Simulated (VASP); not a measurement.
# Ge (Imma) in VASP: single point with PBEsol

Aim: the single point of Ge with PBEsol.

Everything below comes from runs of VASP 6.6.1. Logs are shortened: lines on timing, memory, paths and dates and some standing lists are left out, and cuts for length are marked.

## Step 1: The cell of the first run

The structure is orthorhombic, space group Imma (No. 74). Conventional cell: a = 4.992 Å, b = 5.302 Å, c = 2.874 Å, α = 90.00°, β = 90.00°, γ = 90.00°. Ge (site symmetry mm2) has 8 Ge at 2.68 to 3.08 Å within 3.5 Å.

## Step 2: Single point, PBEsol

Contents of INCAR:

```
SYSTEM = Ge
  ALGO = Normal
  EDIFF = 1E-6
  ENCUT = 520
  GGA = PS
  ISIF = 2
  ISMEAR = -1
  LASPH = .TRUE.
  LCHARG = .FALSE.
  LREAL = .FALSE.
  LWAVE = .FALSE.
  NBANDS = 21
  NELM = 60
  PREC = Accurate
  SIGMA = 0.05
```

Contents of KPOINTS:

```
k-points
0
G
  12 12 12
  0 0 0
```

Contents of POSCAR:

```
Ge
1.0
    3.9142560000      0.0000000000      0.0000000000
   -2.8592321031      2.6732362062      0.0000000000
   -0.3237519431     -1.4170344138      3.6343635183
Ge
2
Direct
    0.1859430000      0.9359430000      0.2500000000
    0.8140570000      0.0640570000      0.7500000000
```

Potentials or basis: VASP PAW PBE potentials, release 64 (Ge_d).

Run with:

```console
> cat potpaw_PBE.64/Ge_d/POTCAR > POTCAR
> mpirun -np 1 vasp_std > vasp.out
```

OUTCAR:

```text
SYSTEM = Ge
   EDIFF = 1E-6
   ENCUT = 520
   GGA = PS
   ISIF = 2
   ISMEAR = -1
   LASPH = .TRUE.
   LREAL = .FALSE.
   NELM = 60
   PREC = Accurate

 ion  position               nearest neighbor table
   1  0.186  0.936  0.250-   2 2.68   2 2.68   2 2.72   2 2.72
   2  0.814  0.064  0.750-   1 2.68   1 2.68   1 2.72   1 2.72

  LATTYP: Found a body centered orthorhombic cell.
 ALAT       =     2.8738940894
 B/A-ratio  =     1.7369450546
 C/A-ratio  =     1.8447884144

  Lattice vectors:

 A1 = (  -2.8592321031,   2.6732362062,   0.0000000000)
 A2 = (  -0.7312719538,  -1.2562017924,  -3.6343635183)
 A3 = (  -0.3237519431,  -1.4170344138,   3.6343635183)

Analysis of symmetry for initial positions (statically):
=====================================================================
 Subroutine PRICEL returns:
 Original cell was already a primitive cell.

 Routine SETGRP: Setting up the symmetry group for a
 body centered orthorhombic supercell.

 Subroutine GETGRP returns: Found  8 space group operations
 (whereof  4 operations were pure point group operations)
 out of a pool of  8 trial point group operations.

The static configuration has the point symmetry C_2h.
 The point group associated with its full space group is D_2h.

Analysis of symmetry for dynamics (positions and initial velocities):
=====================================================================
 Subroutine PRICEL returns:
 Original cell was already a primitive cell.

 Routine SETGRP: Setting up the symmetry group for a
 body centered orthorhombic supercell.

 Subroutine GETGRP returns: Found  8 space group operations
 (whereof  4 operations were pure point group operations)
 out of a pool of  8 trial point group operations.

The dynamic configuration has the point symmetry C_2h.
 The point group associated with its full space group is D_2h.

 Subroutine INISYM returns: Found  8 space group operations
 (whereof  4 operations are pure point group operations),
 and found     1 'primitive' translations

----------------------------------------------------------------------------------------

                                     Primitive cell

  volume of cell :      38.0290

  direct lattice vectors                    reciprocal lattice vectors
     3.914256000  0.000000000  0.000000000     0.255476392  0.273251686  0.129298574
[... 75 lines left out ...]
   NGXF,Y,Z  is equivalent  to a cutoff of  25.48, 25.48, 25.48 a.u.
 SYSTEM =  Ge
   PREC   = accura    normal or accurate (medium, high low for compatibility)
   ISTART =      0    job   : 0-new  1-cont  2-samecut
   ICHARG =      2    charge: 1-file 2-atom 10-const
   ISPIN  =      1    spin polarized calculation?
   LNONCOLLINEAR =      F non collinear calculations
   LSORBIT =      F    spin-orbit coupling
   LASPH  =      T    aspherical Exc in radial PAW
   ENCUT  =  520.0 eV  38.22 Ry    6.18 a.u.   7.28  7.28  7.28*2*pi/ulx,y,z
   NELM   =     60;   NELMIN=  2; NELMDL= -5     # of ELM steps
   EDIFF  = 0.1E-05   stopping-criterion for ELM
   LREAL  =      F    real-space projection
   EDIFFG = 0.1E-04   stopping-criterion for IOM
   NSW    =      0    number of steps for IOM
   IBRION =     -1    ionic relax: 0-MD 1-quasi-New 2-CG
   NFREE  =      0    steps in history (QN), initial steepest desc. (CG)
   ISIF   =      2    stress and relaxation
   ISYM   =      2    0-nonsym 1-usesym 2-fastsym
   POTIM  = 0.5000    time-step for ionic-motion
   TEBEG  =    0.0;   TEEND  =   0.0 temperature during run
   PSTRESS=    0.0 pullay stress
   NELECT =      28.0000    total number of electrons
   NUPDOWN=      -1.0000    fix difference up-down
   EMIN   =  10.00;   EMAX   =-10.00  energy-range for DOS
   EFERMI =   0.00;   METHOD = LEGACY
   ISMEAR =    -1;   SIGMA  =   0.05  broadening in eV -4-tet -1-fermi 0-gaus
   EFERMI_NEDOS =   21; number of points for ismear=-14 and -15
   IALGO  =     38    algorithm
   IMIX   =      4    mixing-type and parameters
     AMIX     =   0.40;   BMIX     =  1.00
     AMIX_MAG =   1.60;   BMIX_MAG =  1.00
  volume/ion in A,a.u.               =      19.01       128.32
  Fermi-wavevector in a.u.,A,eV,Ry     =   1.478277  2.793539 29.732857  2.185303
  Thomas-Fermi vector in A             =   2.592578
   LORBIT       =      0    0 simple, 1 ext, 2 COOP (PROOUT), +10 PAW based schemes
   GGA     = PS    functional components
   LHFCALC =     F    Hartree Fock is set to
   AEXX    =    0.0000 exact exchange contribution
   IVDW    =     0    specifies the selected vdW correction
   LEPSILON=     F    determine dielectric tensor
   LRPA    =     F    only Hartree local field effects (RPA)
 non-spin polarized calculation
  energy-cutoff  :      520.00
  volume of cell :       38.03
 maximum number of plane-waves:      1044
 NGX is ok and might be reduce to    30
   NGX = 15   NGY = 15   NGZ = 15

 number of electron      28.0000014 magnetization

 Free energy of the ion-electron system (eV)
  ---------------------------------------------------
  ext. energy  EPLUGINS =         0.00000000
  ---------------------------------------------------
  free energy    TOTEN  =        -9.51928833 eV

  energy without entropy =       -9.51279000  energy(sigma->0) =       -9.51603917

 E-fermi :   6.3882     XC(G=0): -11.3400

 val. band max:        6.3726988851   @ k =   0.0833   0.1667   0.0000
 cond. band min:       6.3962329768   @ k =   0.5000   0.2500   0.0000
 fundamental gap:      0.0235340917
 Fermi energy:         6.3882034489

 k-point     1 :       0.0000    0.0000    0.0000
  band No.  band energies     occupation
      1     -18.2817      2.00000
      2     -18.2047      2.00000
      3     -18.2025      2.00000
      4     -18.1995      2.00000
      5     -18.1659      2.00000
      6     -18.1289      2.00000
[... 565 lines left out ...]
     20      17.5538      0.00000
     21      18.4493      0.00000

 [... further k-points ...]
[... 5 lines left out ...]
  --------------------------------------------------------------------------------------
  -------------------------------------------------------------------------------------
  Total       -0.5570900     -0.7874626     -0.5075323     -0.1076933      0.0214859     -0.0544412
  in kB      -23.4704303    -33.1761189    -21.3825437     -4.5371619      0.9052083     -2.2936304
  external PRESSURE =     -26.0096977 kB  Pullay stress =       0.0000000 kB

 VOLUME and BASIS-vectors are now :
 -----------------------------------------------------------------------------
  energy-cutoff  :      520.00
  volume of cell :       38.03
      direct lattice vectors                 reciprocal lattice vectors
     3.914256000  0.000000000  0.000000000     0.255476392  0.273251686  0.129298574
    -2.859232103  2.673236206  0.000000000     0.000000000  0.374078429  0.145852776
    -0.323751943 -1.417034414  3.634363518     0.000000000  0.000000000  0.275151342

 POSITION                                       TOTAL-FORCE (eV/Angst)
 -----------------------------------------------------------------------------------
     -2.02919      2.14774      0.90859        -0.022894     -0.058010      0.000000
      2.76046     -0.89154      2.72577         0.022894      0.058010     -0.000000
 -----------------------------------------------------------------------------------
    total drift:                                0.000000     -0.000000      0.000000

  FREE ENERGIE OF THE ION-ELECTRON SYSTEM (eV)
  ---------------------------------------------------
  free  energy   TOTEN  =        -9.5192883343 eV

  energy  without entropy=       -9.5127899983  energy(sigma->0) =       -9.51603917
```

Wall time 2.1 min (1 thread of Intel Xeon Platinum 8375C at 2.90GHz (Ice Lake), shared host); peak memory 0.3 GiB.

Results:

```
Free energy            : -9.5193 eV
Pressure               : -2.6 GPa
Largest force          : 0.062 eV/Å
Band gap on the k mesh : zero (band 14 reaches 8.56 eV, above the bottom of band 15 at 2.93 eV)
```

Forces in eV/Å, atoms in the order of the input:
```
Ge  -0.023 -0.058  0.000
Ge   0.023  0.058  0.000
```

Caveat: the PAW data sets were made with another functional, which shifts forces and pressure a little.
